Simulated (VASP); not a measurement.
# SrTiO3 (P1) in VASP: single point with r2SCAN+U

Aim: the single point of SrTiO3 with r2SCAN+U.

Program: VASP 6.6.1. These are calculated values, not measurements. Logs are shortened: lines on timing, memory, paths and dates and some standing lists are left out, and cuts for length are marked.

## (1) The cell of the first run

The typed cell holds 5 atoms: a = 3.901 Å, b = 4.103 Å, c = 3.780 Å, α = 87.04°, β = 96.36°, γ = 97.18°.

## (2) Single point, r2SCAN+U

File POSCAR:

```
SrTiO3
1.0
    3.8871228155     -0.2480707183     -0.2102726808
   -0.2480707183      4.0944351956      0.0952895158
   -0.2102726808      0.0952895158      3.7724692976
Sr Ti O
1 1 3
Direct
   -0.0037638261     -0.0017576590     -0.0009613480
    0.4989204464      0.4982280766      0.4971059770
   -0.0012760793      0.4982801593      0.4973949926
    0.5017425676      0.0038098809      0.5042277326
    0.5043768914      0.5014395421      0.0022326458
```

File INCAR.step1:

```
SYSTEM = SrTiO3
PREC     = Accurate       ! precision mode
ENCUT    = 520            ! plane-wave cutoff, eV
ISMEAR   = 0              ! smearing method
SIGMA    = 0.05           ! smearing width, eV
LREAL    = .False.        ! projectors in reciprocal space
LASPH    = .True.         ! aspherical terms in the spheres
NELM     = 150            ! most SCF steps
LMAXMIX  = 4              ! l up to which the mixer works
LDAU     = .True.         ! DFT+U
LDAUTYPE = 2            
LDAUL    = -1 2 -1        ! shell
LDAUU    = 0 4 0          ! U, eV
LDAUJ    = 0 0 0        
NBANDS   = 28             ! bands
GGA      = PE             ! functional
ALGO     = Normal         ! electronic algorithm
EDIFF    = 1E-4           ! SCF threshold, eV
LWAVE    = .True.         ! write WAVECAR
LCHARG   = .False.        ! write CHGCAR
```

File INCAR.step2:

```
SYSTEM = SrTiO3
PREC     = Accurate       ! precision mode
ENCUT    = 520            ! plane-wave cutoff, eV
EDIFF    = 1E-6           ! SCF threshold, eV
ISMEAR   = 0              ! smearing method
SIGMA    = 0.05           ! smearing width, eV
LREAL    = .False.        ! projectors in reciprocal space
LASPH    = .True.         ! aspherical terms in the spheres
NELM     = 150            ! most SCF steps
ALGO     = Normal         ! electronic algorithm
ISIF     = 2              ! what is computed and relaxed
LWAVE    = .False.        ! write WAVECAR
LCHARG   = .False.        ! write CHGCAR
LMAXMIX  = 4              ! l up to which the mixer works
LDAU     = .True.         ! DFT+U
LDAUTYPE = 2            
LDAUL    = -1 2 -1        ! shell
LDAUU    = 0 4 0          ! U, eV
LDAUJ    = 0 0 0        
LDAUPRINT= 1            
METAGGA  = R2SCAN         ! meta-GGA
LMIXTAU  = .True.       
NBANDS   = 28             ! bands
ISTART   = 1
```

File KPOINTS:

```
Automatic mesh
0
Gamma
  6 6 6
  0 0 0
```

Potentials or basis: VASP PAW PBE potentials, release 64 (Sr_sv, Ti_sv, O).

Command:

```sh
$ cat potpaw_PBE.64/Sr_sv/POTCAR potpaw_PBE.64/Ti_sv/POTCAR potpaw_PBE.64/O/POTCAR > POTCAR
$ cp INCAR.step1 INCAR
$ mpirun -np 1 vasp_std > vasp.out
$ cp INCAR.step2 INCAR
$ mpirun -np 1 vasp_std > vasp.out
```

OUTCAR:

```text
SYSTEM = SrTiO3
   PREC = Accurate
   ENCUT = 520
   EDIFF = 1E-6
   ISMEAR = 0
   LREAL = .False.
   LASPH = .True.
   NELM = 150
   ISIF = 2
   METAGGA = R2SCAN
   ISTART = 1

 ion  position               nearest neighbor table
   1  0.996  0.998  0.999-   4 2.53   4 2.59   5 2.62   5 2.68   3 2.71   3 2.72   3 2.85   4 2.86
                             4 2.86   3 2.87   5 2.99   5 3.01   2 3.19   2 3.19   2 3.31   2 3.33
   2  0.499  0.498  0.497-   5 1.87   5 1.91   3 1.95   3 1.95   4 2.03   4 2.07   1 3.19   1 3.19
                             1 3.31   1 3.33   1 3.37   1 3.37   1 3.70   1 3.73
   3  0.999  0.498  0.497-   2 1.95   2 1.95   1 2.71   1 2.72   1 2.85   1 2.87
   4  0.502  0.004  0.504-   2 2.03   2 2.07   1 2.53   1 2.59   1 2.86   1 2.86
   5  0.504  0.501  0.002-   2 1.87   2 1.91   1 2.62   1 2.68   1 2.99   1 3.01

  LATTYP: Found a triclinic cell.
 ALAT       =     6.6332609825
 B/A-ratio  =     1.3017050505
 C/A-ratio  =     0.5697840537
 COS(alpha) =     0.0009391739
 COS(beta)  =     0.6029881256
 COS(gamma) =     0.7492958081

  Lattice vectors:

 A1 = (  -3.8493247780,  -3.7510749615,   3.8874524626)
 A2 = (  -3.3909813789,  -7.9407996729,   0.0196936492)
 A3 = (  -0.2102726808,   0.0952895158,   3.7724692976)

Analysis of symmetry for initial positions (statically):
=====================================================================
 Subroutine PRICEL returns:
 Original cell was already a primitive cell.

 Routine SETGRP: Setting up the symmetry group for a
 triclinic supercell.

 Subroutine GETGRP returns: Found  1 space group operations
 (whereof  1 operations were pure point group operations)
 out of a pool of  2 trial point group operations.

The static configuration has the point symmetry C_1 .

Analysis of symmetry for dynamics (positions and initial velocities):
=====================================================================
 Subroutine PRICEL returns:
 Original cell was already a primitive cell.

 Routine SETGRP: Setting up the symmetry group for a
 triclinic supercell.

 Subroutine GETGRP returns: Found  1 space group operations
 (whereof  1 operations were pure point group operations)
 out of a pool of  2 trial point group operations.

The dynamic configuration has the point symmetry C_1 .

 Subroutine INISYM returns: Found  1 space group operations
 (whereof  1 operations are pure point group operations),
 and found     1 'primitive' translations

----------------------------------------------------------------------------------------

                                     Primitive cell

  volume of cell :      59.6025

  direct lattice vectors                    reciprocal lattice vectors
     3.887122816 -0.248070718 -0.210272681     0.259000206  0.015365176  0.014048233
    -0.248070718  4.094435196  0.095289516     0.015365176  0.245289127 -0.005339369
    -0.210272681  0.095289516  3.772469298     0.014048233 -0.005339369  0.265996266

  length of vectors
     3.900702176  4.103049932  3.779526332     0.259835618  0.245827894  0.266420485

  position of ions in fractional coordinates (direct lattice)
     0.996236174  0.998242341  0.999038652
     0.498920446  0.498228077  0.497105977
     0.998723921  0.498280159  0.497394993
     0.501742568  0.003809881  0.504227733
     0.504376891  0.501439542  0.002232646

  ion indices of the primitive-cell ions
   primitive index   ion index
                 1           1
                 2           2
                 3           3
                 4           4
                 5           5

----------------------------------------------------------------------------------------

 KPOINTS: Automatic mesh

Automatic generation of k-mesh.
 Grid dimensions read from file:
 generate k-points for:    6    6    6

 Generating k-lattice:

[... 41 lines left out ...]
  0.500000 -0.000000  0.166667      2.000000
 [... further k-points ...]
   k-points           NKPTS =    112   k-points in BZ     NKDIM =    112   number of bands    NBANDS=     28
   number of dos      NEDOS =    301   number of ions     NIONS =      5
   total plane-waves  NPLWV =  26880
   dimension x,y,z NGX =    30 NGY =   32 NGZ =   28
   dimension x,y,z NGXF=    60 NGYF=   64 NGZF=   56
   ions per type =               1   1   3
   NGX,Y,Z   is equivalent  to a cutoff of  12.79, 12.97, 12.32 a.u.
   NGXF,Y,Z  is equivalent  to a cutoff of  25.57, 25.93, 24.63 a.u.
 SYSTEM =  SrTiO3
   PREC   = accura    normal or accurate (medium, high low for compatibility)
   ISTART =      1    job   : 0-new  1-cont  2-samecut
   ICHARG =      0    charge: 1-file 2-atom 10-const
   ISPIN  =      1    spin polarized calculation?
   LNONCOLLINEAR =      F non collinear calculations
   LSORBIT =      F    spin-orbit coupling
   LASPH  =      T    aspherical Exc in radial PAW
   ENCUT  =  520.0 eV  38.22 Ry    6.18 a.u.   7.25  7.63  7.03*2*pi/ulx,y,z
   NELM   =    150;   NELMIN=  2; NELMDL=  0     # of ELM steps
   EDIFF  = 0.1E-05   stopping-criterion for ELM
   LREAL  =      F    real-space projection
   EDIFFG = 0.1E-04   stopping-criterion for IOM
   NSW    =      0    number of steps for IOM
   IBRION =     -1    ionic relax: 0-MD 1-quasi-New 2-CG
   NFREE  =      0    steps in history (QN), initial steepest desc. (CG)
   ISIF   =      2    stress and relaxation
   ISYM   =      2    0-nonsym 1-usesym 2-fastsym
   POTIM  = 0.5000    time-step for ionic-motion
   TEBEG  =    0.0;   TEEND  =   0.0 temperature during run
   PSTRESS=    0.0 pullay stress
   NELECT =      40.0000    total number of electrons
   NUPDOWN=      -1.0000    fix difference up-down
   EMIN   =  10.00;   EMAX   =-10.00  energy-range for DOS
   EFERMI =   0.00;   METHOD = LEGACY
   ISMEAR =     0;   SIGMA  =   0.05  broadening in eV -4-tet -1-fermi 0-gaus
   EFERMI_NEDOS =   21; number of points for ismear=-14 and -15
   IALGO  =     38    algorithm
   IMIX   =      4    mixing-type and parameters
     AMIX     =   0.40;   BMIX     =  1.00
     AMIX_MAG =   1.60;   BMIX_MAG =  1.00
  volume/ion in A,a.u.               =      11.92        80.44
  Fermi-wavevector in a.u.,A,eV,Ry     =   1.433310  2.708563 27.951498  2.054377
  Thomas-Fermi vector in A             =   2.552842
   LORBIT       =      0    0 simple, 1 ext, 2 COOP (PROOUT), +10 PAW based schemes
 LDA+U is selected, type is set to LDAUTYPE =  2
   angular momentum for each species LDAUL =    -1    2   -1
   U (eV)           for each species LDAUU =   0.0  4.0  0.0
   J (eV)           for each species LDAUJ =   0.0  0.0  0.0
   METAGGA = R2SCAN    functional components
   LHFCALC =     F    Hartree Fock is set to
   AEXX    =    0.0000 exact exchange contribution
   IVDW    =     0    specifies the selected vdW correction
   LEPSILON=     F    determine dielectric tensor
   LRPA    =     F    only Hartree local field effects (RPA)
 non-spin polarized calculation
 Gauss-broadening in eV      SIGMA  =   0.05
  energy-cutoff  :      520.00
  volume of cell :       59.60
 maximum number of plane-waves:      1626
 NGX is ok and might be reduce to    30
   NGX = 15   NGY = 15   NGZ = 15

atom =   2  type =  2  l = 2

 onsite density matrix

spin component  1

  0.0905  0.0004  0.0086  0.0007 -0.0040
  0.0004  0.0972  0.0040  0.0004 -0.0020
  0.0086  0.0040  0.2689 -0.0073 -0.0138
  0.0007  0.0004 -0.0073  0.1075 -0.0077
 -0.0040 -0.0020 -0.0138 -0.0077  0.2305

spin component  2

  0.0905  0.0004  0.0086  0.0007 -0.0040
  0.0004  0.0972  0.0040  0.0004 -0.0020
  0.0086  0.0040  0.2689 -0.0073 -0.0138
  0.0007  0.0004 -0.0073  0.1075 -0.0077
 -0.0040 -0.0020 -0.0138 -0.0077  0.2305

 occupancies and eigenvectors

  o =  0.0900  v =  0.9971 -0.0142 -0.0482 -0.0526  0.0204  0.0000  0.0000  0.0000  0.0000  0.0000      0.0000  0.0000  0.0000  0.0000  0.0000  0.0000  0.0000  0.0000  0.0000  0.0000
  o =  0.0900  v =  0.0000  0.0000  0.0000  0.0000  0.0000  0.9971 -0.0142 -0.0482 -0.0526  0.0204      0.0000  0.0000  0.0000  0.0000  0.0000  0.0000  0.0000  0.0000  0.0000  0.0000
  o =  0.0970  v = -0.0101 -0.9982  0.0252  0.0530 -0.0093  0.0000  0.0000  0.0000  0.0000  0.0000      0.0000  0.0000  0.0000  0.0000  0.0000  0.0000  0.0000  0.0000  0.0000  0.0000
  o =  0.0970  v =  0.0000  0.0000  0.0000  0.0000  0.0000 -0.0101 -0.9982  0.0252  0.0530 -0.0093      0.0000  0.0000  0.0000  0.0000  0.0000  0.0000  0.0000  0.0000  0.0000  0.0000
  o =  0.1067  v = -0.0540 -0.0528 -0.0463 -0.9936 -0.0697  0.0000  0.0000  0.0000  0.0000  0.0000      0.0000  0.0000  0.0000  0.0000  0.0000  0.0000  0.0000  0.0000  0.0000  0.0000
  o =  0.1067  v =  0.0000  0.0000  0.0000  0.0000  0.0000 -0.0540 -0.0528 -0.0463 -0.9936 -0.0697      0.0000  0.0000  0.0000  0.0000  0.0000  0.0000  0.0000  0.0000  0.0000  0.0000
  o =  0.2268  v = -0.0092 -0.0054  0.3000 -0.0799  0.9505  0.0000  0.0000  0.0000  0.0000  0.0000      0.0000  0.0000  0.0000  0.0000  0.0000  0.0000  0.0000  0.0000  0.0000  0.0000
  o =  0.2268  v =  0.0000  0.0000  0.0000  0.0000  0.0000 -0.0092 -0.0054  0.3000 -0.0799  0.9505      0.0000  0.0000  0.0000  0.0000  0.0000  0.0000  0.0000  0.0000  0.0000  0.0000
  o =  0.2741  v =  0.0000  0.0000  0.0000  0.0000  0.0000  0.0511  0.0249  0.9513 -0.0273 -0.3019      0.0000  0.0000  0.0000  0.0000  0.0000  0.0000  0.0000  0.0000  0.0000  0.0000
  o =  0.2741  v =  0.0511  0.0249  0.9513 -0.0273 -0.3019  0.0000  0.0000  0.0000  0.0000  0.0000      0.0000  0.0000  0.0000  0.0000  0.0000  0.0000  0.0000  0.0000  0.0000  0.0000

 number of electron      40.0000004 magnetization

 Free energy of the ion-electron system (eV)
  ---------------------------------------------------
  ext. energy  EPLUGINS =         0.00000000
  ---------------------------------------------------
  free energy    TOTEN  =       -59.85182603 eV

  energy without entropy =      -59.85182603  energy(sigma->0) =      -59.85182603

 E-fermi :   4.5037     XC(G=0): -11.9245

 val. band max:        4.3053218126   @ k =   0.5000   0.5000   0.5000
 cond. band min:       6.4111178200   @ k =   0.0000   0.0000   0.0000
 fundamental gap:      2.1057960074
 Fermi energy:         4.5037066276

 k-point     1 :       0.0000    0.0000    0.0000
  band No.  band energies     occupation
      1     -55.7528      2.00000
      2     -30.9648      2.00000
      3     -30.9286      2.00000
      4     -30.8150      2.00000
      5     -29.8649      2.00000
      6     -14.5908      2.00000
[... 733 lines left out ...]
     27      12.2981      0.00000
     28      13.1024      0.00000

 [... further k-points ...]

------------------------ aborting loop because EDIFF is reached ----------------------------------------

  FORCE on cell =-STRESS in cart. coord.  units (eV):
  Direction    XX          YY          ZZ          XY          YZ          ZX
  --------------------------------------------------------------------------------------
  -------------------------------------------------------------------------------------
  Total        3.1680264     -1.3347791      6.6372929      5.5761574     -1.7874340      4.9569183
  in kB       85.1599014    -35.8802740    178.4174539    149.8930102    -48.0481175    133.2472083
  external PRESSURE =      75.8990271 kB  Pullay stress =       0.0000000 kB

 VOLUME and BASIS-vectors are now :
 -----------------------------------------------------------------------------
  energy-cutoff  :      520.00
  volume of cell :       59.60
      direct lattice vectors                 reciprocal lattice vectors
     3.887122816 -0.248070718 -0.210272681     0.259000206  0.015365176  0.014048233
    -0.248070718  4.094435196  0.095289516     0.015365176  0.245289127 -0.005339369
    -0.210272681  0.095289516  3.772469298     0.014048233 -0.005339369  0.265996266

 POSITION                                       TOTAL-FORCE (eV/Angst)
 -----------------------------------------------------------------------------------
      3.41479      3.93530      3.65448         0.113570      0.070604      0.038213
      1.71124      1.96356      1.81788        -0.064174     -0.048794      0.270916
      3.65397      1.83982      1.71388         0.264173      0.101846      0.113353
      1.84336     -0.06082      1.79704        -0.164491     -0.175912     -0.079088
      1.83571      1.92820     -0.04985        -0.149078      0.052256     -0.343394
 -----------------------------------------------------------------------------------
    total drift:                               -0.000574      0.000913      0.001909

  FREE ENERGIE OF THE ION-ELECTRON SYSTEM (eV)
  ---------------------------------------------------
  free  energy   TOTEN  =       -59.8518260301 eV

  energy  without entropy=      -59.8518260301  energy(sigma->0) =      -59.85182603
```

It took 8.3 min on 1 thread of Intel Xeon 6975P-C, shared host; peak memory 0.31 GiB.

Results:

| Property | Result |
| --- | --- |
| Free energy | -59.8518 eV |
| Pressure | 7.6 GPa |
| Largest force | 0.378 eV/Å |
| Band gap on the k mesh | 2.11 eV, indirect (least direct gap 2.28 eV) |

Forces in eV/Å, atoms in the order of the input:
```
Sr   0.114  0.071  0.038
Ti  -0.064 -0.049  0.271
O    0.264  0.102  0.113
O   -0.164 -0.176 -0.079
O   -0.149  0.052 -0.343
```

Stress tensor (GPa, compression positive):
```
 8.52 14.99 13.32
14.99 -3.59 -4.80
13.32 -4.80 17.84
```

Levels at points of the mesh, in eV from the valence-band top:
```
           k point  band 17  band 18  band 19  band 20  band 21  band 22  band 23  band 24
(0.00, 0.00, 0.00)    -1.25    -1.09    -0.41    -0.17     2.11     2.26     2.66     3.99
(0.50, 0.00, 0.00)    -2.44    -2.37    -1.44    -0.90     2.63     4.00     4.34     4.43
(0.00, 0.50, 0.00)    -2.13    -1.96    -1.60    -0.46     2.62     3.78     3.96     4.45
(0.50, 0.50, 0.00)    -2.36    -2.13    -2.03    -0.32     3.80     4.28     4.61     5.52
(0.00, 0.00, 0.50)    -2.66    -2.30    -1.73    -0.49     2.62     4.02     4.56     4.71
(0.50, 0.00, 0.50)    -2.29    -1.71    -1.50    -0.10     4.15     4.56     4.84     5.12
(0.00, 0.50, 0.50)    -2.30    -1.88    -1.83    -0.51     3.76     4.49     4.89     5.22
(0.50, 0.50, 0.50)    -3.47    -0.41    -0.18     0.00     4.74     5.02     5.27     6.68
```

Eigenvalues of the final occupation matrices:
```csv
site,spin,trace,eigenvalues
site 2 d,1,0.79,0.09 0.10 0.11 0.23 0.27
site 2 d,2,0.79,0.09 0.10 0.11 0.23 0.27
```

Caveat: the PAW data sets were made with another functional, which shifts forces and pressure a little. A k mesh can miss the band edges.
